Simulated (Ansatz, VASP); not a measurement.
Two plane-wave programs on MoS

The input INCAR:

```
SYSTEM = MoS
PREC = Accurate ; ENCUT = 520
EDIFF = 1E-7 ; ISMEAR = 0
SIGMA = 0.05 ; LREAL = .False.
LASPH = .True. ; NELM = 80
ALGO = Normal ; ISIF = 2
LWAVE = .False. ; LCHARG = .False.
GGA = PS ; NBANDS = 28
```

Contents of KPOINTS:

```
Automatic mesh
0
Gamma
  9 9 1
  0 0 0
```

Contents of POSCAR:

```
MoS
1.0
    3.1431208273      0.0000000000      0.0000000000
   -1.5715604137      2.7220224836      0.0000000000
    0.0000000000      0.0000000000     14.2832906737
Mo S
2 2
Direct
    0.6666666667      0.3333333333      0.2800475109
    0.3333333333      0.6666666667      0.7199524891
    0.3333333333      0.6666666667      0.3891181193
    0.0000000000      0.0000000000      0.6108445045
```

Input for Ansatz:

```yaml
crystal:
  lattice:
    - [3.1431208273, 0.0, 0.0]
    - [-1.5715604137, 2.7220224836, 0.0]
    - [0.0, 0.0, 14.2832906737]
  atoms:
    - { symbol: Mo, position: [0.6666666667, 0.3333333333, 0.2800475109] }
    - { symbol: S, position: [0.3333333333, 0.6666666667, 0.3891181193] }
    - { symbol: S, position: [0.0, 0.0, 0.6108445045] }
    - { symbol: Mo, position: [0.3333333333, 0.6666666667, 0.7199524891] }
basis:
  ecutwfc: 420
kpoints:
  mp_grid: { grid: [9, 9, 1] }
hamiltonian:
  xc: pbesol
scf:
  occupations: { method: gaussian, width: 0.05 }
output:
  forces: true
  stress: true
  eigenvalues: true
```

Alike in both runs: task single point; functional PBEsol; k mesh 9 × 9 × 1; occupations gaussian, width 0.05 eV; no spin polarisation.

```csv
,VASP,Ansatz
version,VASP 6.6.1,Ansatz 0.2.0
potentials or method,"VASP PAW PBE potentials, release 64 (Mo_sv, S), cutoff 520 eV","scalar-relativistic, plane waves, PAW"
valence electrons in the cell,40,40
```

```csv
,VASP,Ansatz,Ansatz less VASP
gap on the k mesh at the Fermi level (eV),none,none,-
rms of the force components (eV/Å),0.682,0.685,+0.0033
```

VASP's potentials were made for PBE, not for PBEsol. A gap of «none» marks a metal or a gap that the smearing closes. With one functional, cell and mesh, what is left measures potentials, basis and numerics.
